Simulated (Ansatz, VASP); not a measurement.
**One calculation of Be2SeO2, two programs**

```
Be Se O
1.0
     2.70604    0.00000    0.00000
    -1.35302    2.34350    0.00000
     0.00000    0.00000   11.64870
Be Se O
2 1 2
Direct
  0.33333 0.66667 0.37656
  0.66667 0.33333 0.62344
  0.00000 0.00000 0.00000
  0.66667 0.33333 0.37528
  0.33333 0.66667 0.62472
```

Alike in both runs: functional PBE; k mesh 12 × 12 × 4; occupations gaussian, width 0.1 eV; no spin polarisation.

Ansatz relaxed the structure, and its values are those at the end. VASP's run is a single point on that final structure, the one shown.

|  | VASP | Ansatz |
| --- | --- | --- |
| version | VASP 6.6.1 | Ansatz 0.2.0 |
| potentials or method | VASP PAW PBE potentials, release 64 (Be, Se, O), cutoff 520 eV | scalar-relativistic, plane waves, PAW |
| valence electrons in the cell | 22 | 32 |

```tsv
	VASP	Ansatz	Ansatz less VASP
gap on the k mesh at the Fermi level (eV)	none	none	-
pressure (GPa)	0.1	0.0	-0.06
```

A gap of «none» marks a metal or a gap that the smearing closes. The functional is the same, so the differences come from potentials, cutoffs and numerics. VASP's potentials hold 22 valence electrons a cell and Ansatz's 32, so a difference there can come from the potentials and not from the codes.
